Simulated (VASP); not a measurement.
Runs of VASP 6.6.1 on Sb. The structure is that of space group Fd-3m (No. 227), or close to it. The cells are those of the table. 

```tsv
task	cell	cutoff (eV)	gap on the mesh (eV)	pressure (GPa)
single point	a = 4.247 Å, angles 60.0°, 2 atoms	520	none	30.9
single point	a = 4.373 Å, angles 60.0°, 2 atoms	520	none	20.6
relaxation of cell and atoms	relaxed to 10 GPa from a = 4.808 Å, angles 60.0°, 2 atoms	600	none	10.0
relaxation of cell and atoms	relaxed to 20 GPa from a = 4.808 Å, angles 60.0°, 2 atoms	600	none	20.0
relaxation of cell and atoms	relaxed to 30 GPa from a = 4.808 Å, angles 60.0°, 2 atoms	600	none	30.0
single point	a = 4.548 Å, angles 60.0°, 2 atoms	520	none	10.4
relaxation of cell and atoms	relaxed from a = 4.808 Å, angles 60.0°, 2 atoms	600	none	0.0
single point	a = 4.831 Å, angles 60.0°, 2 atoms	520	none	(a)
```

Alike in all rows: level LDA; potentials or basis VASP PAW LDA potentials, release 64 (Sb); no spin polarisation; k mesh 6 × 6 × 6; smearing fermi-dirac 0.05 eV.

**Question.** Estimate the missing entries.

**Answer.** (a) 0.2.

Caveats: spin-orbit coupling is left out, which moves the levels of the heavy elements; the cell is relaxed towards a set pressure, so the enthalpy falls and the energy may rise (some runs).

A k mesh can miss the band edges, and the runs leave out spin-orbit coupling on Sb.

A gap of «none» marks levels without a gap at the run's occupations.
